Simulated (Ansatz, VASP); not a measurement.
# Two plane-wave programs on Al

INCAR

```
PREC     = Accurate       # precision mode
ENCUT    = 600            # plane-wave cutoff, eV
EDIFF    = 1E-6           # SCF threshold, eV
ISMEAR   = -1             # smearing method
SIGMA    = 0.1            # smearing width, eV
LREAL    = False          # projectors in reciprocal space
LASPH    = True           # aspherical terms in the spheres
NELM     = 60             # most SCF steps
ALGO     = Normal         # electronic algorithm
ISIF     = 3              # what is computed and relaxed
LWAVE    = False          # write WAVECAR
LCHARG   = False          # write CHGCAR
GGA      = CA             # functional
IBRION   = 2              # ionic algorithm
NSW      = 80             # ionic steps
EDIFFG   = -0.01          # ionic threshold
```

Contents of KPOINTS:

```
regular mesh
0
Gamma
  8 8 11
```

File POSCAR:

```
Al
1.0
    4.5439481664      0.0000000000      0.0000000000
   -2.2719740832      3.9351745456      0.0000000000
    0.0000000000      0.0000000000      2.7854402260
Al
3
Direct
    0.0000000000      0.0000000000      0.0000000000
    0.3333333333      0.6666666667      0.5000000000
    0.6666666667      0.3333333333      0.5000000000
```

Input for Ansatz:

```yaml
crystal:
  lattice:
    - [4.5439481664, 0.0, 0.0]
    - [-2.2719740832, 3.9351745456, 0.0]
    - [0.0, 0.0, 2.785440226]
  atoms:
    - { symbol: Al, position: [0.0, 0.0, 0.0] }
    - { symbol: Al, position: [0.3333333333, 0.6666666667, 0.5] }
    - { symbol: Al, position: [0.6666666667, 0.3333333333, 0.5] }
hamiltonian:
  xc: lda
  pseudopotentials:
    kind: paw
    azcp:
      Al: "pseudopotentials/Al.paw.azcp"
basis:
  ecutwfc: 420
  fft_grid_basis: typed
kpoints:
  mp_grid: { grid: [8, 8, 11], shift: [0, 0, 0] }
magnetization:
  spin_polarized: false
scf:
  occupations: { method: fermi_dirac, width: 0.1 }
relax:
  max_steps: 60
  f_tol: 0.01
  cell: {}
```

Alike in both runs: task relaxation of cell and atoms; functional LDA; k mesh 8 × 8 × 11; occupations fermi-dirac, width 0.1 eV; no spin polarisation.

|  | VASP | Ansatz |
| --- | --- | --- |
| version | VASP 6.6.1 | Ansatz 0.2.0 |
| potentials or method | VASP PAW LDA potentials, release 64 (Al), cutoff 600 eV | plane waves (420 eV) with PAW, scalar-relativistic |
| valence electrons in the cell | 9 | 9 |

|  | VASP | Ansatz | Ansatz less VASP |
| --- | --- | --- | --- |
| relaxed volume (Å³/atom) | 16.49 | 16.48 | -0.013 |
| relaxed cell length with the largest relative difference (Å) | 2.797 | 2.796 | -0.0010 |

Ansatz warns that its potentials were made for another functional, while VASP's fit it. LDA's correlation is that of Perdew and Zunger in VASP and of Perdew and Wang (1992) in Ansatz.
